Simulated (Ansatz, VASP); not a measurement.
# BP: VASP beside Ansatz

Contents of INCAR:

```
SYSTEM = BP
PREC = Accurate ; ENCUT = 520
EDIFF = 1E-6 ; ISMEAR = -1
SIGMA = 0.05 ; LREAL = .False.
LASPH = .True. ; NELM = 100
ALGO = Normal ; ISIF = 2
LWAVE = .False. ; LCHARG = .False.
GGA = PS ; NBANDS = 11
```

File KPOINTS:

```
Automatic mesh
0
Gamma
  15 15 15
  0 0 0
```

Contents of POSCAR:

```
BP
1.0
    0.0000000000      2.0980605176      2.0980605176
    2.0980605176      0.0000000000      2.0980605176
    2.0980605176      2.0980605176      0.0000000000
B P
1 1
Direct
    0.0000000000      0.0000000000      0.0000000000
    0.2500000000      0.2500000000      0.2500000000
```

Input for Ansatz:

```yaml
crystal:
  lattice:
    - [0.0, 2.0980605176, 2.0980605176]
    - [2.0980605176, 0.0, 2.0980605176]
    - [2.0980605176, 2.0980605176, 0.0]
  atoms:
    - { symbol: B, position: [0.0, 0.0, 0.0] }
    - { symbol: P, position: [0.25, 0.25, 0.25] }
kpoints:
  mp_grid: { grid: [15, 15, 15] }
scf:
  occupations: { method: fermi_dirac, width: 0.05 }
hamiltonian:
  xc: pbesol
  pseudopotentials: { kind: paw }
output:
  forces: true
  stress: true
  eigenvalues: true
  populations: true
  write_density: true
  write_potential: true
  elf: true
  volumetric_format: npy
```

Change from the starting cell: volume scaled by 0.8, PAW files.

Alike in both runs: task single point; functional PBEsol; k mesh 15 × 15 × 15; occupations fermi-dirac, width 0.05 eV; no spin polarisation.

|  | VASP | Ansatz |
| --- | --- | --- |
| version | VASP 6.6.1 | Ansatz 0.2.0 |
| potentials or method | VASP PAW PBE potentials, release 64 (B, P) | PAW with Ansatz's default frozen-core files, scalar-relativistic |
| plane-wave cutoff (eV) | 520 | 420 |
| valence electrons in the cell | 8 | 8 |

```tsv
	VASP	Ansatz	Ansatz less VASP
pressure (GPa)	57.2	57.2	-0.06
```

VASP's potentials were made for PBE, not for PBEsol. Both programs put the cell under a high pressure, so it lies far from rest at this level.
